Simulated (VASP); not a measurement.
A run of VASP 6.6.1:

Contents of INCAR:

```
SYSTEM = Sb
ALGO = Normal
EDIFF = 1E-6
ENCUT = 520
GGA = PE
ISIF = 2
ISMEAR = 0
LASPH = .TRUE.
LCHARG = .FALSE.
LREAL = .FALSE.
LWAVE = .FALSE.
NBANDS = 12
NELM = 100
PREC = Accurate
SIGMA = 0.1
```

KPOINTS

```
k-points
0
G
  18 18 18
  0 0 0
```

The input POSCAR:

```
Sb
1.0
    2.1740867193      1.2552095527      3.7763865031
   -2.1740867193      1.2552095527      3.7763865031
    0.0000000000     -2.5104191053      3.7763865032
Sb
2
Direct
    0.2344257986      0.2344257986      0.2344257986
    0.7655742014      0.7655742014      0.7655742014
```

Potentials or basis: VASP PAW PBE potentials, release 64 (Sb).

Command:

```sh
$ cat potpaw_PBE.64/Sb/POTCAR > POTCAR
$ mpirun -np 1 vasp_std > vasp.out
```

Hardware: 1 thread of Intel Xeon 8259CL, on a shared host.

Q: How long does it take, and how much memory?

A: Run time: 9.9 min on 1 thread of Intel Xeon 8259CL, with other jobs on the host, peak memory 0.49 GiB. Counts: scf iterations 10, k points 580.
